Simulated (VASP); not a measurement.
Crystal: Pd3PbC.

```xyz
5
Lattice="4.2989 0.0000 0.0000 0.0000 4.2989 0.0000 0.0000 0.0000 4.2989" Properties=species:S:1:pos:R:3 pbc="T T T"
Pd    0.0000    2.1495    2.1495
Pd    2.1495    2.1495    0.0000
Pd    2.1495    0.0000    2.1495
Pb    0.0000    0.0000    0.0000
C     2.1495    2.1495    2.1495
```

* Program: VASP 6.6.1
* Task: relaxation of cell and atoms
* Functional: revPBE
* Dispersion: D3(BJ)
* Potentials or basis: VASP PAW PBE potentials, release 64 (Pd, Pb_d, C)
* Cutoff: 600 eV
* k mesh: 6 × 6 × 6
* Occupations: methfessel-paxton, width 0.1 eV
* Spin: no spin polarisation

At the start: pressure -8.4 GPa; volume 15.89 Å³/atom.

Problem. Where does the relaxation end?

Solution. Over 3 steps the energy falls by 25.3 meV/atom and the volume is 14.99 Å³/atom (-5.7 %); space group Pm-3m (No. 221, to 0.1 Å) before and after.

The path:
| step | energy change (eV) | largest force (eV/Å) | pressure (GPa) | volume (Å³) |
| --- | --- | --- | --- | --- |
| 1 | 0.0000 | 0.0000 | -8.36 | 79.45 |
| 2 | 0.0393 | 0.0000 | 12.31 | 70.29 |
| 3 | -0.1265 | 0.0000 | -0.09 | 74.95 |

Final structure:
```cif
data_structure
_symmetry_space_group_name_H-M 'P 1'
_symmetry_Int_Tables_number 1
_cell_length_a 4.2162
_cell_length_b 4.2162
_cell_length_c 4.2162
_cell_angle_alpha 90.000
_cell_angle_beta 90.000
_cell_angle_gamma 90.000
_cell_volume 74.95
loop_
_atom_site_label
_atom_site_type_symbol
_atom_site_fract_x
_atom_site_fract_y
_atom_site_fract_z
_atom_site_occupancy
Pd1 Pd 0.00000 0.50000 0.50000 1
Pd2 Pd 0.50000 0.50000 0.00000 1
Pd3 Pd 0.50000 0.00000 0.50000 1
Pb1 Pb 0.00000 0.00000 0.00000 1
C1 C 0.50000 0.50000 0.50000 1
```

Caveat: the PAW data sets were made with another functional, which shifts forces and pressure a little.
